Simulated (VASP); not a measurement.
# Pb (Fd-3m) in VASP: further runs

Runs on Pb. Level: PBE. Tasks: single point.

Program: VASP 6.6.1. These are calculated values, not measurements. Logs are shortened: lines on timing, memory, paths and dates and some standing lists are left out, and cuts for length are marked.

### Step 1. The cell of the first run

The structure is cubic, space group Fd-3m (No. 227). Conventional cell: a = 5.790 Å, b = 5.790 Å, c = 5.790 Å, α = 90.00°, β = 90.00°, γ = 90.00°. Pb (site symmetry -43m) has 4 Pb at 2.51 Å within 3.3 Å.

This isn't the form of Pb at room conditions, which is fcc.

### Step 2. Single point, PBE

Input file INCAR:

```
ALGO     = Normal         # electronic algorithm
EDIFF    = 1E-6           # SCF threshold, eV
ENCUT    = 520            # plane-wave cutoff, eV
GGA      = PE             # functional
ISIF     = 2              # what is computed and relaxed
ISMEAR   = -1             # smearing method
LASPH    = T              # aspherical terms in the spheres
LCHARG   = F              # write CHGCAR
LREAL    = F              # projectors in reciprocal space
LWAVE    = F              # write WAVECAR
NBANDS   = 21             # bands
NELM     = 80             # most SCF steps
PREC     = Accurate       # precision mode
SIGMA    = 0.05           # smearing width, eV
```

Input file KPOINTS:

```
k-points
0
Gamma
  12 12 12
```

Input file POSCAR:

```
Pb
1.0
    0.0000000000      2.8950293933      2.8950293933
    2.8950293933      0.0000000000      2.8950293933
    2.8950293933      2.8950293933      0.0000000000
Pb
2
Direct
   -0.1250000000     -0.1250000000     -0.1250000000
    0.1250000000      0.1250000000      0.1250000000
```

Potentials or basis: VASP PAW PBE potentials, release 64 (Pb_d).

Started as:

```bash
cat potpaw_PBE.64/Pb_d/POTCAR > POTCAR
mpirun -np 1 vasp_std > vasp.out
```

OUTCAR:

```text
EDIFF = 1E-6
   ENCUT = 520
   GGA = PE
   ISIF = 2
   ISMEAR = -1
   LASPH = T
   LREAL = F
   NELM = 80
   PREC = Accurate

 ion  position               nearest neighbor table
   1  0.875  0.875  0.875-   2 2.51   2 2.51   2 2.51   2 2.51
   2  0.125  0.125  0.125-   1 2.51   1 2.51   1 2.51   1 2.51

  LATTYP: Found a face centered cubic cell.
 ALAT       =     5.7900587866

  Lattice vectors:

 A1 = (   0.0000000000,   2.8950293933,   2.8950293933)
 A2 = (   2.8950293933,   0.0000000000,   2.8950293933)
 A3 = (   2.8950293933,   2.8950293933,   0.0000000000)

Analysis of symmetry for initial positions (statically):
=====================================================================
 Subroutine PRICEL returns:
 Original cell was already a primitive cell.

 Routine SETGRP: Setting up the symmetry group for a
 face centered cubic supercell.

 Subroutine GETGRP returns: Found 48 space group operations
 (whereof 12 operations were pure point group operations)
 out of a pool of 48 trial point group operations.

The static configuration has the point symmetry D_3d.
 The point group associated with its full space group is O_h .

Analysis of symmetry for dynamics (positions and initial velocities):
=====================================================================
 Subroutine PRICEL returns:
 Original cell was already a primitive cell.

 Routine SETGRP: Setting up the symmetry group for a
 face centered cubic supercell.

 Subroutine GETGRP returns: Found 48 space group operations
 (whereof 12 operations were pure point group operations)
 out of a pool of 48 trial point group operations.

The dynamic configuration has the point symmetry D_3d.
 The point group associated with its full space group is O_h .

 Subroutine INISYM returns: Found 48 space group operations
 (whereof 12 operations are pure point group operations),
 and found     1 'primitive' translations

----------------------------------------------------------------------------------------

                                     Primitive cell

  volume of cell :      48.5276

  direct lattice vectors                    reciprocal lattice vectors
     0.000000000  2.895029393  2.895029393    -0.172709818  0.172709818  0.172709818
     2.895029393  0.000000000  2.895029393     0.172709818 -0.172709818  0.172709818
     2.895029393  2.895029393  0.000000000     0.172709818  0.172709818 -0.172709818

  length of vectors
     4.094189831  4.094189831  4.094189831     0.299142180  0.299142180  0.299142180

  position of ions in fractional coordinates (direct lattice)
     0.875000000  0.875000000  0.875000000
     0.125000000  0.125000000  0.125000000

  ion indices of the primitive-cell ions
   primitive index   ion index
                 1           1
                 2           2

----------------------------------------------------------------------------------------

 KPOINTS: k-points

Automatic generation of k-mesh.
 Grid dimensions read from file:
 generate k-points for:   12   12   12

 Generating k-lattice:

  Cartesian coordinates                     Fractional coordinates (reciprocal lattice)
    -0.014392485  0.014392485  0.014392485     0.083333333  0.000000000  0.000000000
     0.014392485 -0.014392485  0.014392485     0.000000000  0.083333333  0.000000000
     0.014392485  0.014392485 -0.014392485     0.000000000  0.000000000  0.083333333

  Length of vectors
     0.024928515  0.024928515  0.024928515

  Shift w.r.t. Gamma in fractional coordinates (k-lattice)
     0.000000000  0.000000000  0.000000000

 Subroutine IBZKPT returns following result:
 ===========================================

 Found     72 irreducible k-points:

 Following reciprocal coordinates:
            Coordinates               Weight
  0.000000  0.000000  0.000000      1.000000
  0.083333  0.000000  0.000000      8.000000
  0.166667  0.000000  0.000000      8.000000
  0.250000  0.000000  0.000000      8.000000
  0.333333  0.000000  0.000000      8.000000
  0.416667  0.000000  0.000000      8.000000
[... 16 lines left out ...]
  0.500000  0.166667  0.000000     24.000000
 -0.416667  0.166667  0.000000     24.000000
 [... further k-points ...]
   k-points           NKPTS =     72   k-points in BZ     NKDIM =     72   number of bands    NBANDS=     21
   number of dos      NEDOS =    301   number of ions     NIONS =      2
   total plane-waves  NPLWV =  27000
   dimension x,y,z NGX =    30 NGY =   30 NGZ =   30
   dimension x,y,z NGXF=    60 NGYF=   60 NGZF=   60
   ions per type =               2
   NGX,Y,Z   is equivalent  to a cutoff of  12.18, 12.18, 12.18 a.u.
   NGXF,Y,Z  is equivalent  to a cutoff of  24.36, 24.36, 24.36 a.u.
 SYSTEM =  unknown system
   PREC   = accura    normal or accurate (medium, high low for compatibility)
   ISTART =      0    job   : 0-new  1-cont  2-samecut
   ICHARG =      2    charge: 1-file 2-atom 10-const
   ISPIN  =      1    spin polarized calculation?
   LNONCOLLINEAR =      F non collinear calculations
   LSORBIT =      F    spin-orbit coupling
   LASPH  =      T    aspherical Exc in radial PAW
   ENCUT  =  520.0 eV  38.22 Ry    6.18 a.u.   7.61  7.61  7.61*2*pi/ulx,y,z
   NELM   =     80;   NELMIN=  2; NELMDL= -5     # of ELM steps
   EDIFF  = 0.1E-05   stopping-criterion for ELM
   LREAL  =      F    real-space projection
   EDIFFG = 0.1E-04   stopping-criterion for IOM
   NSW    =      0    number of steps for IOM
   IBRION =     -1    ionic relax: 0-MD 1-quasi-New 2-CG
   NFREE  =      0    steps in history (QN), initial steepest desc. (CG)
   ISIF   =      2    stress and relaxation
   ISYM   =      2    0-nonsym 1-usesym 2-fastsym
   POTIM  = 0.5000    time-step for ionic-motion
   TEBEG  =    0.0;   TEEND  =   0.0 temperature during run
   PSTRESS=    0.0 pullay stress
   NELECT =      28.0000    total number of electrons
   NUPDOWN=      -1.0000    fix difference up-down
   EMIN   =  10.00;   EMAX   =-10.00  energy-range for DOS
   EFERMI =   0.00;   METHOD = LEGACY
   ISMEAR =    -1;   SIGMA  =   0.05  broadening in eV -4-tet -1-fermi 0-gaus
   EFERMI_NEDOS =   21; number of points for ismear=-14 and -15
   IALGO  =     38    algorithm
   IMIX   =      4    mixing-type and parameters
     AMIX     =   0.40;   BMIX     =  1.00
     AMIX_MAG =   1.60;   BMIX_MAG =  1.00
  volume/ion in A,a.u.               =      24.26       163.74
  Fermi-wavevector in a.u.,A,eV,Ry     =   1.362902  2.575511 25.272836  1.857501
  Thomas-Fermi vector in A             =   2.489351
   LORBIT       =      0    0 simple, 1 ext, 2 COOP (PROOUT), +10 PAW based schemes
   GGA     = PE    functional components
   LHFCALC =     F    Hartree Fock is set to
   AEXX    =    0.0000 exact exchange contribution
   IVDW    =     0    specifies the selected vdW correction
   LEPSILON=     F    determine dielectric tensor
   LRPA    =     F    only Hartree local field effects (RPA)
 non-spin polarized calculation
  energy-cutoff  :      520.00
  volume of cell :       48.53
 maximum number of plane-waves:      1323
   NGX = 15   NGY = 15   NGZ = 15

 number of electron      28.0000007 magnetization

 Free energy of the ion-electron system (eV)
  ---------------------------------------------------
  ext. energy  EPLUGINS =         0.00000000
  ---------------------------------------------------
  free energy    TOTEN  =        -2.21470014 eV

  energy without entropy =       -2.21348615  energy(sigma->0) =       -2.21409315

 E-fermi :  11.0255     XC(G=0): -10.9093

 val. band max:       11.0144103391   @ k =   0.2500   0.0000   0.0000
 cond. band min:      11.0679990771   @ k =   0.3333   0.3333   0.0000
 fundamental gap:      0.0535887380
 Fermi energy:        11.0254921002

 k-point     1 :       0.0000    0.0000    0.0000
  band No.  band energies     occupation
      1      -8.7034      2.00000
      2      -8.7034      2.00000
      3      -8.7034      2.00000
      4      -8.5187      2.00000
      5      -8.5187      2.00000
      6      -7.1086      2.00000
[... 13 lines left out ...]
     20      18.4455      0.00000
     21      18.4455      0.00000

 k-point     2 :       0.0833    0.0000    0.0000
  band No.  band energies     occupation
      1      -8.7366      2.00000
      2      -8.7366      2.00000
      3      -8.7018      2.00000
      4      -8.4727      2.00000
      5      -8.4727      2.00000
      6      -7.1424      2.00000
[... 13 lines left out ...]
     20      18.1531      0.00000
     21      18.3008      0.00000

 k-point     3 :       0.1667    0.0000    0.0000
  band No.  band energies     occupation
      1      -8.7875      2.00000
      2      -8.7875      2.00000
      3      -8.6977      2.00000
      4      -8.3894      2.00000
      5      -8.3894      2.00000
      6      -7.2275      2.00000
[... 13 lines left out ...]
     20      18.1427      0.00000
     21      18.1427      0.00000

 k-point     4 :       0.2500    0.0000    0.0000
  band No.  band energies     occupation
      1      -8.8228      2.00000
      2      -8.8228      2.00000
      3      -8.6923      2.00000
      4      -8.3167      2.00000
      5      -8.3167      2.00000
      6      -7.3315      2.00000
[... 13 lines left out ...]
     20      18.3606      0.00000
     21      18.3606      0.00000

 k-point     5 :       0.3333    0.0000    0.0000
  band No.  band energies     occupation
      1      -8.8391      2.00000
      2      -8.8391      2.00000
      3      -8.6871      2.00000
      4      -8.2730      2.00000
      5      -8.2730      2.00000
      6      -7.4260      2.00000
[... 13 lines left out ...]
     20      19.0234      0.00000
     21      19.0234      0.00000

 k-point     6 :       0.4167    0.0000    0.0000
  band No.  band energies     occupation
      1      -8.8428      2.00000
      2      -8.8428      2.00000
      3      -8.6833      2.00000
      4      -8.2566      2.00000
      5      -8.2566      2.00000
      6      -7.4910      2.00000
[... 13 lines left out ...]
     20      19.8296      0.00000
     21      19.8296      0.00000

 k-point     7 :       0.5000    0.0000    0.0000
  band No.  band energies     occupation
      1      -8.8426      2.00000
      2      -8.8426      2.00000
      3      -8.6819      2.00000
      4      -8.2537      2.00000
      5      -8.2537      2.00000
      6      -7.5140      2.00000
[... 13 lines left out ...]
     20      20.2418      0.00000
     21      20.9965      0.00000
[... 291 lines left out ...]
      1      -8.8558      2.00000
      2      -8.7829      2.00000
      3      -8.7491      2.00000
      4      -8.3386      2.00000
      5      -8.1572      2.00000
      6      -7.6360      2.00000
[... 13 lines left out ...]
     20      18.5547      0.00000
     21      19.6549      0.00000

 k-point    21 :       0.3333    0.1667    0.0000
  band No.  band energies     occupation
      1      -8.9029      2.00000
      2      -8.8125      2.00000
      3      -8.7080      2.00000
      4      -8.2660      2.00000
      5      -8.0864      2.00000
      6      -7.7167      2.00000
[... 13 lines left out ...]
     20      19.7179      0.00000
     21      20.0969      0.00000

 k-point    22 :       0.4167    0.1667    0.0000
  band No.  band energies     occupation
      1      -8.9407      2.00000
      2      -8.8386      2.00000
      3      -8.6513      2.00000
      4      -8.2010      2.00000
      5      -8.0683      2.00000
      6      -7.7384      2.00000
[... 13 lines left out ...]
     20      20.6350      0.00000
     21      20.9312      0.00000

 k-point    23 :       0.5000    0.1667    0.0000
  band No.  band energies     occupation
      1      -8.9613      2.00000
      2      -8.8632      2.00000
      3      -8.5944      2.00000
      4      -8.1434      2.00000
      5      -8.1030      2.00000
      6      -7.7183      2.00000
[... 13 lines left out ...]
     20      20.5935      0.00000
     21      20.9116      0.00000

 k-point    24 :      -0.4167    0.1667    0.0000
  band No.  band energies     occupation
      1      -8.9597      2.00000
      2      -8.8860      2.00000
      3      -8.5559      2.00000
      4      -8.1690      2.00000
      5      -8.0956      2.00000
      6      -7.6748      2.00000
[... 13 lines left out ...]
     20      19.6269      0.00000
     21      19.7477      0.00000

 [... further k-points ...]

------------------------ aborting loop because EDIFF is reached ----------------------------------------

  FORCE on cell =-STRESS in cart. coord.  units (eV):
  Direction    XX          YY          ZZ          XY          YZ          ZX
  --------------------------------------------------------------------------------------
  -------------------------------------------------------------------------------------
  Total       19.3296481     19.3296481     19.3296481      0.0000000     -0.0000000     -0.0000000
  in kB      638.1835448    638.1835448    638.1835448      0.0000000     -0.0000000     -0.0000000
  external PRESSURE =     638.1835448 kB  Pullay stress =       0.0000000 kB

 VOLUME and BASIS-vectors are now :
 -----------------------------------------------------------------------------
  energy-cutoff  :      520.00
  volume of cell :       48.53
      direct lattice vectors                 reciprocal lattice vectors
     0.000000000  2.895029393  2.895029393    -0.172709818  0.172709818  0.172709818
     2.895029393  0.000000000  2.895029393     0.172709818 -0.172709818  0.172709818
     2.895029393  2.895029393  0.000000000     0.172709818  0.172709818 -0.172709818

 POSITION                                       TOTAL-FORCE (eV/Angst)
 -----------------------------------------------------------------------------------
      5.06630      5.06630      5.06630         0.000000     -0.000000     -0.000000
      0.72376      0.72376      0.72376        -0.000000      0.000000      0.000000
 -----------------------------------------------------------------------------------
    total drift:                               -0.000000      0.000000      0.000000

  FREE ENERGIE OF THE ION-ELECTRON SYSTEM (eV)
  ---------------------------------------------------
  free  energy   TOTEN  =        -2.2147001427 eV

  energy  without entropy=       -2.2134861514  energy(sigma->0) =       -2.21409315
```

Run time: 27 s. Hardware: 1 thread of Intel Xeon 6975P-C (Granite Rapids), shared host; peak memory 0.2 GiB.

What came out:

```
Free energy            : -2.2147 eV
Pressure               : 63.8 GPa
Band gap on the k mesh : zero (bands 14 and 15 overlap by 1.02 eV)
```

Levels at points of the mesh, in eV from the Fermi level:
```
           k point  band 11  band 12  band 13  band 14  band 15  band 16  band 17  band 18
(0.00, 0.00, 0.00)   -15.78    -0.79     0.63     0.63     0.63     2.46     2.46     2.46
(0.50, 0.00, 0.00)   -12.74    -9.49    -1.77    -1.77    -0.39     3.87     3.87     4.19
(0.50, 0.50, 0.00)   -10.69   -10.69    -4.25    -4.25     0.16     0.16    10.35    10.35
```

Caveat: the cell stands under pressure; spin-orbit coupling is left out, which moves the levels of the heavy elements.

(Continued in part 2 of 2.)
